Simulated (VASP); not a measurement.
Here is a VASP 6.6.1 calculation.

Contents of INCAR:

```
ALGO     = Normal         # electronic algorithm
EDIFF    = 1E-7           # SCF threshold, eV
EDIFFG   = -0.3           # ionic threshold
ENCUT    = 520            # plane-wave cutoff, eV
GGA      = PE             # functional
IBRION   = 2              # ionic algorithm
ISIF     = 2              # what is computed and relaxed
ISMEAR   = -1             # smearing method
LASPH    = T              # aspherical terms in the spheres
LCHARG   = F              # write CHGCAR
LREAL    = Auto         
LWAVE    = F              # write WAVECAR
NELM     = 100            # most SCF steps
NSW      = 35             # ionic steps
PREC     = Accurate       # precision mode
SIGMA    = 0.02           # smearing width, eV
```

File KPOINTS:

```
k-points
0
Gamma
  1 1 1
```

POSCAR

```
CSO
1.0
    9.5214660000      0.0000000000      0.0000000000
    0.0000000000      9.5214660000      0.0000000000
    0.0000000000      0.0000000000      9.5214660000
O C S
8 8 8
Direct
    0.4612793000      0.6699031000      0.2448117000
    0.8666579000      0.0160744000      0.4306717000
    0.6632198000      0.8853069000      0.6355531000
    0.1684486000      0.1961307000      0.2268802000
    0.0794336000      0.8604227000      0.2466203000
    0.2812554000      0.2644127000      0.6340210000
    0.3412549000      0.7036208000      0.4965970000
    0.4833940000      0.1125804000      0.8195758000
    0.4691929000      0.5556310000      0.1978486000
    0.8134894000      0.1274250000      0.4406939000
    0.7631480000      0.8546926000      0.7019112000
    0.1126665000      0.1593571000      0.1226577000
    0.1194914000      0.9104549000      0.3525374000
    0.3479808000      0.3460562000      0.6988927000
    0.2369514000      0.6446349000      0.5277053000
    0.4966963000      0.0376994000      0.9172598000
    0.4797014000      0.4038857000      0.1354850000
    0.7428855000      0.2752906000      0.4540027000
    0.8958455000      0.8140389000      0.7900301000
    0.0385919000      0.1105243000     -0.0157425000
    0.1726854000      0.9768941000      0.4931877000
    0.4365874000      0.4544730000      0.7850377000
    0.0984437000      0.5663059000      0.5690149000
    0.5143609000     -0.0617372000      1.0469772000
```

Potentials or basis: VASP PAW PBE potentials, release 64 (O, C, S).

The run is started by

```bash
$ cat potpaw_PBE.64/O/POTCAR potpaw_PBE.64/C/POTCAR potpaw_PBE.64/S/POTCAR > POTCAR
$ mpirun -np 1 vasp_gam > vasp.out
```

Question: Estimate the band gap on the k mesh.

Answer: 4.55 eV.

Question: Predict the energy gained by relaxing.

Answer: 1.2 meV/atom.

Final structure:
```xyz
24
Lattice="9.5215 0.0000 0.0000 0.0000 9.5215 0.0000 0.0000 0.0000 9.5215" Properties=species:S:1:pos:R:3 pbc="T T T"
O     4.3950    6.3739    2.3234
O     8.2399    0.1596    4.0992
O     6.3179    8.4271    6.0554
O     1.6016    1.8680    2.1538
O     0.7598    8.1942    2.3543
O     2.6810    2.5216    6.0409
O     3.2464    6.6915    4.7357
O     4.6047    1.0662    7.8084
C     4.4683    5.2874    1.8833
C     7.7416    1.2177    4.1955
C     7.2671    8.1367    6.6842
C     1.0720    1.5200    1.1639
C     1.1416    8.6676    3.3624
C     3.3149    3.2969    6.6537
C     2.2551    6.1341    5.0267
C     4.7301    0.3561    8.7358
S     4.5678    3.8516    1.2968
S     7.0766    2.6156    4.3226
S     8.5234    7.7519    7.5198
S     0.3704    1.0561    9.3758
S     1.6457    9.3020    4.6872
S     4.1531    4.3244    7.4677
S     0.9409    5.3958    5.4136
S     4.8963    8.9379    0.4427
```

Caveat: the k points lie up to 0.66 Å⁻¹ apart.
